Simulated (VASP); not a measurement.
# MgF2 (P4_2/mnm) in VASP: a series of runs

The runs below take MgF2 through single point, relaxation of cell and atoms, with PBEsol, PBE, r2SCAN.

Program: VASP 6.6.1. These are calculated values, not measurements. Logs are shortened: lines on timing, memory, paths and dates and some standing lists are left out, and cuts for length are marked.

## (1) The cell of the first run

Symmetry: P4_2/mnm, No. 136, tetragonal system. Conventional cell: a = 4.639 Å, b = 4.639 Å, c = 3.063 Å, α = 90.00°, β = 90.00°, γ = 90.00°. Mg (site symmetry mmm) has 6 F at 1.99 to 2.00 Å within 2.6 Å. Within 2.6 Å of F (site symmetry m2m) lie 3 Mg at 1.99 to 2.00 Å and 1 F at 2.58 Å.

## (2) Single point, PBEsol

INCAR reads:

```
  ALGO = Normal
  EDIFF = 1E-6
  ENCUT = 600
  GGA = PS
  GGA_COMPAT = F
  ISIF = 2
  ISMEAR = -1
  LASPH = T
  LCHARG = F
  LREAL = F
  LWAVE = F
  NBANDS = 25
  NELM = 120
  PREC = Accurate
  SIGMA = 0.02
```

KPOINTS reads:

```
k-points
0
Gamma
  6 6 8
```

POSCAR reads:

```
MgF2
1.0
    4.6391612126      0.0000000000      0.0000000000
    0.0000000000      4.6391612126      0.0000000000
    0.0000000000      0.0000000000      3.0625148033
Mg F
2 4
Direct
    0.5000000000      0.5000000000      0.5000000000
    0.0000000000      0.0000000000      0.0000000000
    0.6966032660      0.6966032660      0.0000000000
    0.8033967340      0.1966032660      0.5000000000
    0.3033967340      0.3033967340      0.0000000000
    0.1966032660      0.8033967340      0.5000000000
```

Potentials or basis: VASP PAW PBE potentials, release 64 (Mg, F).

Command:

```sh
> cat potpaw_PBE.64/Mg/POTCAR potpaw_PBE.64/F/POTCAR > POTCAR
> mpirun -np 1 vasp_std > vasp.out
```

OUTCAR:

```text
EDIFF = 1E-6
   ENCUT = 600
   GGA = PS
   ISIF = 2
   ISMEAR = -1
   LASPH = T
   LREAL = F
   NELM = 120
   PREC = Accurate

 ion  position               nearest neighbor table
   1  0.500  0.500  0.500-   4 1.99   6 1.99   5 2.00   3 2.00   3 2.00   5 2.00   2 3.62   2 3.62
                             2 3.62   2 3.62   2 3.62   2 3.62   2 3.62   2 3.62
   2  0.000  0.000  0.000-   3 1.99   5 1.99   4 2.00   6 2.00   4 2.00   6 2.00   1 3.62   1 3.62
                             1 3.62   1 3.62   1 3.62   1 3.62   1 3.62   1 3.62
   3  0.697  0.697  0.000-   2 1.99   1 2.00   1 2.00
   4  0.803  0.197  0.500-   1 1.99   2 2.00   2 2.00
   5  0.303  0.303  0.000-   2 1.99   1 2.00   1 2.00
   6  0.197  0.803  0.500-   1 1.99   2 2.00   2 2.00

  LATTYP: Found a simple tetragonal cell.
 ALAT       =     4.6391612126
 C/A-ratio  =     0.6601440784

  Lattice vectors:

 A1 = (   4.6391612126,   0.0000000000,   0.0000000000)
 A2 = (   0.0000000000,   4.6391612126,   0.0000000000)
 A3 = (   0.0000000000,   0.0000000000,   3.0625148033)

Analysis of symmetry for initial positions (statically):
=====================================================================
 Subroutine PRICEL returns:
 Original cell was already a primitive cell.

 Routine SETGRP: Setting up the symmetry group for a
 simple tetragonal supercell.

 Subroutine GETGRP returns: Found 16 space group operations
 (whereof  8 operations were pure point group operations)
 out of a pool of 16 trial point group operations.

The static configuration has the point symmetry D_2h.
 The point group associated with its full space group is D_4h.

Analysis of symmetry for dynamics (positions and initial velocities):
=====================================================================
 Subroutine PRICEL returns:
 Original cell was already a primitive cell.

 Routine SETGRP: Setting up the symmetry group for a
 simple tetragonal supercell.

 Subroutine GETGRP returns: Found 16 space group operations
 (whereof  8 operations were pure point group operations)
 out of a pool of 16 trial point group operations.

The dynamic configuration has the point symmetry D_2h.
 The point group associated with its full space group is D_4h.

 Subroutine INISYM returns: Found 16 space group operations
 (whereof  8 operations are pure point group operations),
 and found     1 'primitive' translations

----------------------------------------------------------------------------------------

                                     Primitive cell

  volume of cell :      65.9109

  direct lattice vectors                    reciprocal lattice vectors
     4.639161213  0.000000000  0.000000000     0.215556208  0.000000000  0.000000000
     0.000000000  4.639161213  0.000000000     0.000000000  0.215556208  0.000000000
     0.000000000  0.000000000  3.062514803     0.000000000  0.000000000  0.326529034

  length of vectors
     4.639161213  4.639161213  3.062514803     0.215556208  0.215556208  0.326529034

  position of ions in fractional coordinates (direct lattice)
     0.500000000  0.500000000  0.500000000
     0.000000000  0.000000000  0.000000000
     0.696603266  0.696603266  0.000000000
     0.803396734  0.196603266  0.500000000
     0.303396734  0.303396734  0.000000000
     0.196603266  0.803396734  0.500000000

  ion indices of the primitive-cell ions
   primitive index   ion index
                 1           1
                 2           2
                 3           3
                 4           4
                 5           5
                 6           6

----------------------------------------------------------------------------------------

 KPOINTS: k-points

Automatic generation of k-mesh.
 Grid dimensions read from file:
 generate k-points for:    6    6    8

 Generating k-lattice:

  Cartesian coordinates                     Fractional coordinates (reciprocal lattice)
     0.035926035  0.000000000  0.000000000     0.166666667  0.000000000  0.000000000
     0.000000000  0.035926035  0.000000000     0.000000000  0.166666667  0.000000000
     0.000000000  0.000000000  0.040816129     0.000000000  0.000000000  0.125000000

  Length of vectors
     0.035926035  0.035926035  0.040816129

  Shift w.r.t. Gamma in fractional coordinates (k-lattice)
     0.000000000  0.000000000  0.000000000

 Subroutine IBZKPT returns following result:
 ===========================================

 Found     50 irreducible k-points:

 Following reciprocal coordinates:
            Coordinates               Weight
  0.000000  0.000000  0.000000      1.000000
  0.166667  0.000000  0.000000      4.000000
  0.333333  0.000000  0.000000      4.000000
  0.500000  0.000000  0.000000      2.000000
  0.166667  0.166667  0.000000      4.000000
  0.333333  0.166667  0.000000      8.000000
[... 16 lines left out ...]
  0.333333  0.000000  0.250000      8.000000
  0.500000  0.000000  0.250000      4.000000
 [... further k-points ...]
   k-points           NKPTS =     50   k-points in BZ     NKDIM =     50   number of bands    NBANDS=     25
   number of dos      NEDOS =    301   number of ions     NIONS =      6
   total plane-waves  NPLWV =  38400
   dimension x,y,z NGX =    40 NGY =   40 NGZ =   24
   dimension x,y,z NGXF=    80 NGYF=   80 NGZF=   48
   ions per type =               2   4
   NGX,Y,Z   is equivalent  to a cutoff of  14.33, 14.33, 13.03 a.u.
   NGXF,Y,Z  is equivalent  to a cutoff of  28.67, 28.67, 26.06 a.u.
 SYSTEM =  unknown system
   PREC   = accura    normal or accurate (medium, high low for compatibility)
   ISTART =      0    job   : 0-new  1-cont  2-samecut
   ICHARG =      2    charge: 1-file 2-atom 10-const
   ISPIN  =      1    spin polarized calculation?
   LNONCOLLINEAR =      F non collinear calculations
   LSORBIT =      F    spin-orbit coupling
   LASPH  =      T    aspherical Exc in radial PAW
   ENCUT  =  600.0 eV  44.10 Ry    6.64 a.u.   9.27  9.27  6.12*2*pi/ulx,y,z
   NELM   =    120;   NELMIN=  2; NELMDL= -5     # of ELM steps
   EDIFF  = 0.1E-05   stopping-criterion for ELM
   LREAL  =      F    real-space projection
   EDIFFG = 0.1E-04   stopping-criterion for IOM
   NSW    =      0    number of steps for IOM
   IBRION =     -1    ionic relax: 0-MD 1-quasi-New 2-CG
   NFREE  =      0    steps in history (QN), initial steepest desc. (CG)
   ISIF   =      2    stress and relaxation
   ISYM   =      2    0-nonsym 1-usesym 2-fastsym
   POTIM  = 0.5000    time-step for ionic-motion
   TEBEG  =    0.0;   TEEND  =   0.0 temperature during run
   PSTRESS=    0.0 pullay stress
   NELECT =      32.0000    total number of electrons
   NUPDOWN=      -1.0000    fix difference up-down
   EMIN   =  10.00;   EMAX   =-10.00  energy-range for DOS
   EFERMI =   0.00;   METHOD = LEGACY
   ISMEAR =    -1;   SIGMA  =   0.02  broadening in eV -4-tet -1-fermi 0-gaus
   EFERMI_NEDOS =   21; number of points for ismear=-14 and -15
   IALGO  =     38    algorithm
   IMIX   =      4    mixing-type and parameters
     AMIX     =   0.40;   BMIX     =  1.00
     AMIX_MAG =   1.60;   BMIX_MAG =  1.00
  volume/ion in A,a.u.               =      10.99        74.13
  Fermi-wavevector in a.u.,A,eV,Ry     =   1.286686  2.431483 22.525260  1.655560
  Thomas-Fermi vector in A             =   2.418745
   LORBIT       =      0    0 simple, 1 ext, 2 COOP (PROOUT), +10 PAW based schemes
   GGA     = PS    functional components
   LHFCALC =     F    Hartree Fock is set to
   AEXX    =    0.0000 exact exchange contribution
   IVDW    =     0    specifies the selected vdW correction
   LEPSILON=     F    determine dielectric tensor
   LRPA    =     F    only Hartree local field effects (RPA)
 non-spin polarized calculation
  energy-cutoff  :      600.00
  volume of cell :       65.91
 maximum number of plane-waves:      2224
 NGX is ok and might be reduce to    40
   NGX = 19   NGY = 19   NGZ = 13

 number of electron      32.0000021 magnetization

 Free energy of the ion-electron system (eV)
  ---------------------------------------------------
  ext. energy  EPLUGINS =         0.00000000
  ---------------------------------------------------
  free energy    TOTEN  =       -32.61003438 eV

  energy without entropy =      -32.61003438  energy(sigma->0) =      -32.61003438

 E-fermi :  -0.9392     XC(G=0):  -9.9428

 val. band max:       -1.3646265591   @ k =   0.0000   0.0000   0.0000
 cond. band min:       5.4970712912   @ k =   0.0000   0.0000   0.0000
 fundamental gap:      6.8616978503
 Fermi energy:        -0.9391650113

 k-point     1 :       0.0000    0.0000    0.0000
  band No.  band energies     occupation
      1     -21.9785      2.00000
      2     -21.1710      2.00000
      3     -21.1710      2.00000
      4     -21.0830      2.00000
      5      -5.4580      2.00000
      6      -3.8631      2.00000
[... 17 lines left out ...]
     24      16.8380      0.00000
     25      16.8380      0.00000

 k-point     2 :       0.1667    0.0000    0.0000
  band No.  band energies     occupation
      1     -21.9338      2.00000
      2     -21.2600      2.00000
      3     -21.1586      2.00000
      4     -21.0572      2.00000
      5      -5.3550      2.00000
      6      -3.8282      2.00000
[... 17 lines left out ...]
     24      16.5756      0.00000
     25      16.9509      0.00000

 k-point     3 :       0.3333    0.0000    0.0000
  band No.  band energies     occupation
      1     -21.8086      2.00000
      2     -21.4313      2.00000
      3     -21.1259      2.00000
      4     -21.0561      2.00000
      5      -5.0820      2.00000
      6      -4.2755      2.00000
[... 552 lines left out ...]
 k-point    23 :       0.3333    0.0000    0.2500
  band No.  band energies     occupation
      1     -21.6409      2.00000
      2     -21.3484      2.00000
      3     -21.1101      2.00000
      4     -21.0812      2.00000
      5      -4.7901      2.00000
      6      -4.1506      2.00000
[... 17 lines left out ...]
     24      15.0674      0.00000
     25      15.5703      0.00000

 k-point    24 :       0.5000    0.0000    0.2500
  band No.  band energies     occupation
      1     -21.4997      2.00000
      2     -21.4997      2.00000
      3     -21.0921      2.00000
      4     -21.0921      2.00000
      5      -4.4803      2.00000
      6      -4.4803      2.00000
[... 17 lines left out ...]
     24      14.5331      0.00000
     25      16.0957      0.00000

 [... further k-points ...]

------------------------ aborting loop because EDIFF is reached ----------------------------------------

  FORCE on cell =-STRESS in cart. coord.  units (eV):
  Direction    XX          YY          ZZ          XY          YZ          ZX
  --------------------------------------------------------------------------------------
  -------------------------------------------------------------------------------------
  Total       -0.3931539     -0.3931539     -0.4193364      0.0000000      0.0000000      0.0000000
  in kB       -9.5568769     -9.5568769    -10.1933281      0.0000000      0.0000000      0.0000000
  external PRESSURE =      -9.7690273 kB  Pullay stress =       0.0000000 kB

 VOLUME and BASIS-vectors are now :
 -----------------------------------------------------------------------------
  energy-cutoff  :      600.00
  volume of cell :       65.91
      direct lattice vectors                 reciprocal lattice vectors
     4.639161213  0.000000000  0.000000000     0.215556208  0.000000000  0.000000000
     0.000000000  4.639161213  0.000000000     0.000000000  0.215556208  0.000000000
     0.000000000  0.000000000  3.062514803     0.000000000  0.000000000  0.326529034

 POSITION                                       TOTAL-FORCE (eV/Angst)
 -----------------------------------------------------------------------------------
      2.31958      2.31958      1.53126        -0.000000      0.000000     -0.000000
      0.00000      0.00000      0.00000        -0.000000      0.000000     -0.000000
      3.23165      3.23165      0.00000        -0.001043     -0.001043     -0.000000
      3.72709      0.91207      1.53126         0.001043     -0.001043     -0.000000
      1.40751      1.40751      0.00000         0.001043      0.001043      0.000000
      0.91207      3.72709      1.53126        -0.001043      0.001043      0.000000
 -----------------------------------------------------------------------------------
    total drift:                                0.000000     -0.000000     -0.000000

  FREE ENERGIE OF THE ION-ELECTRON SYSTEM (eV)
  ---------------------------------------------------
  free  energy   TOTEN  =       -32.6100343809 eV

  energy  without entropy=      -32.6100343809  energy(sigma->0) =      -32.61003438
```

It took 74 s on 1 thread of Intel Xeon Platinum 8259CL at 2.50GHz (Skylake/Cascade Lake), shared host; peak memory 0.23 GiB.

What came out:

| Quantity | Value |
| --- | --- |
| Free energy | -32.6100 eV |
| Pressure | -1.0 GPa |
| Band gap on the k mesh | 6.86 eV |

Caveat: the PAW data sets were made with another functional, which shifts forces and pressure a little. A k mesh can miss the band edges.

## (3) Single point, PBE

This run uses another cell than the first one, of 11.38 Å³/atom.

INCAR reads:

```
  ALGO = Normal
  EDIFF = 1E-6
  ENCUT = 600
  GGA = PE
  GGA_COMPAT = False
  ISIF = 2
  ISMEAR = -1
  LASPH = True
  LCHARG = True
  LELF = True
  LREAL = False
  LVHAR = True
  LWAVE = False
  NBANDS = 25
  NELM = 120
  PREC = Accurate
  SIGMA = 0.02
```

KPOINTS is that of step 2.

POSCAR reads:

```
MgF2
1.0
    4.6975810551      0.0000000000      0.0000000000
    0.0000000000      4.6975810551      0.0000000000
    0.0000000000      0.0000000000      3.0929918976
Mg F
2 4
Direct
    0.5000000000      0.5000000000      0.5000000000
    0.0000000000      0.0000000000      0.0000000000
    0.6964323173      0.6964323173      0.0000000000
    0.8035676827      0.1964323173      0.5000000000
    0.3035676827      0.3035676827      0.0000000000
    0.1964323173      0.8035676827      0.5000000000
```

Potentials or basis: VASP PAW PBE potentials, release 64 (Mg, F).

Command:

```sh
> cat potpaw_PBE.64/Mg/POTCAR potpaw_PBE.64/F/POTCAR > POTCAR
> mpirun -np 1 vasp_std > vasp.out
```

Wall time 78 s (1 thread of Intel Xeon Platinum 8259CL at 2.50GHz (Skylake/Cascade Lake), shared host); peak memory 0.25 GiB.

It converged, with:

```
Free energy            : -31.5529 eV
Pressure               : -1.0 GPa
Band gap on the k mesh : 6.80 eV
```

Forces on the atoms (eV/Å):
```
Mg   0.000  0.000  0.000
Mg   0.000  0.000  0.000
F   -0.002 -0.002  0.000
F    0.002 -0.002  0.000
F    0.002  0.002  0.000
F   -0.002  0.002  0.000
```

Stress tensor (GPa, compression positive):
```
-0.94  0.00  0.00
 0.00 -0.94  0.00
 0.00  0.00 -1.06
```

Levels at points of the mesh, in eV from the valence-band top:
```csv
k point,band 12,band 13,band 14,band 15,band 16,band 17,band 18,band 19,band 20,band 21
"(0.00, 0.00, 0.00)",-1.17,-0.72,-0.31,-0.31,0.00,6.80,11.96,11.96,13.42,14.13
"(0.50, 0.00, 0.00)",-1.31,-0.95,-0.95,-0.36,-0.36,9.15,9.15,13.18,13.18,15.15
"(0.50, 0.50, 0.00)",-1.22,-0.91,-0.91,-0.72,-0.72,10.74,10.74,10.99,10.99,17.13
"(0.00, 0.00, 0.50)",-1.38,-1.06,-1.06,-0.80,-0.80,11.47,11.47,14.66,14.66,15.19
"(0.50, 0.00, 0.50)",-1.29,-0.70,-0.70,-0.62,-0.62,12.41,12.41,13.01,13.01,15.49
"(0.50, 0.50, 0.50)",-1.35,-0.57,-0.57,-0.47,-0.47,12.81,12.81,13.08,13.08,14.27
```

A k mesh can miss the band edges.

## (4) Single point, r2SCAN

This run uses another cell than the first one, of 10.85 Å³/atom.

POSCAR reads:

```
MgF2
1.0
    4.6220159513      0.0000000000      0.0000000000
    0.0000000000      4.6220159513      0.0000000000
    0.0000000000      0.0000000000      3.0461118667
Mg F
2 4
Direct
    0.5000000000      0.5000000000      0.5000000000
    0.0000000000      0.0000000000      0.0000000000
    0.6970494155      0.6970494155      0.0000000000
    0.8029505845      0.1970494155      0.5000000000
    0.3029505845      0.3029505845      0.0000000000
    0.1970494155      0.8029505845      0.5000000000
```

INCAR.step1 reads:

```
PREC = Accurate
ENCUT = 660
ISMEAR = -1
SIGMA = 0.02
LREAL = F
LASPH = T
NELM = 120
NBANDS = 25
GGA = PE
ALGO = Normal
EDIFF = 1E-5
LWAVE = T
LCHARG = F
GGA_COMPAT = F
```

INCAR.step2 reads:

```
PREC = Accurate
ENCUT = 660
EDIFF = 1E-6
ISMEAR = -1
SIGMA = 0.02
LREAL = F
LASPH = T
NELM = 120
ALGO = Normal
ISIF = 2
LWAVE = F
LCHARG = F
METAGGA = R2SCAN
LMIXTAU = T
NBANDS = 25
ISTART = 1
GGA_COMPAT = F
```

KPOINTS reads:

```
Automatic mesh
0
Gamma
  6 6 8
```

Command:

```sh
> cat potpaw_PBE.64/Mg/POTCAR potpaw_PBE.64/F/POTCAR > POTCAR
> cp INCAR.step1 INCAR
> mpirun -np 1 vasp_std > vasp.out
> cp INCAR.step2 INCAR
> mpirun -np 1 vasp_std > vasp.out
```

Run time: 5.8 min. Hardware: 1 thread of Intel Xeon Platinum 8259CL at 2.50GHz (Skylake/Cascade Lake), shared host; peak memory 0.27 GiB.

It converged, with:

```yaml
Free_energy: -43.8586 eV
Pressure: -1.5 GPa
Largest_force: 0.007 eV/Å
Band_gap_on_the_k_mesh: 8.03 eV
```

Forces in eV/Å, atoms in the order of the input:
```
Mg   0.000  0.000  0.000
Mg   0.000  0.000  0.000
F   -0.005 -0.005  0.000
F    0.005 -0.005  0.000
F    0.005  0.005  0.000
F   -0.005  0.005  0.000
```

Stress tensor (GPa, compression positive):
```
-1.41  0.00  0.00
 0.00 -1.41  0.00
 0.00  0.00 -1.55
```

Levels at points of the mesh, in eV from the valence-band top:
```csv
k point,band 12,band 13,band 14,band 15,band 16,band 17,band 18,band 19,band 20,band 21
"(0.00, 0.00, 0.00)",-1.23,-0.72,-0.32,-0.32,0.00,8.03,13.27,13.27,14.81,15.44
"(0.50, 0.00, 0.00)",-1.38,-0.98,-0.98,-0.38,-0.38,10.47,10.47,14.56,14.56,16.68
"(0.50, 0.50, 0.00)",-1.28,-0.95,-0.95,-0.79,-0.79,12.23,12.23,12.33,12.33,18.63
"(0.00, 0.00, 0.50)",-1.43,-1.16,-1.16,-0.86,-0.86,12.88,12.88,16.07,16.07,16.45
"(0.50, 0.00, 0.50)",-1.36,-0.74,-0.74,-0.68,-0.68,13.79,13.79,14.59,14.59,16.99
"(0.50, 0.50, 0.50)",-1.40,-0.62,-0.62,-0.48,-0.48,14.28,14.28,14.55,14.55,15.70
```

Caveat: the PAW data sets were made with another functional, which shifts forces and pressure a little. A k mesh can miss the band edges.

(Part 1 of 2 ends here.)
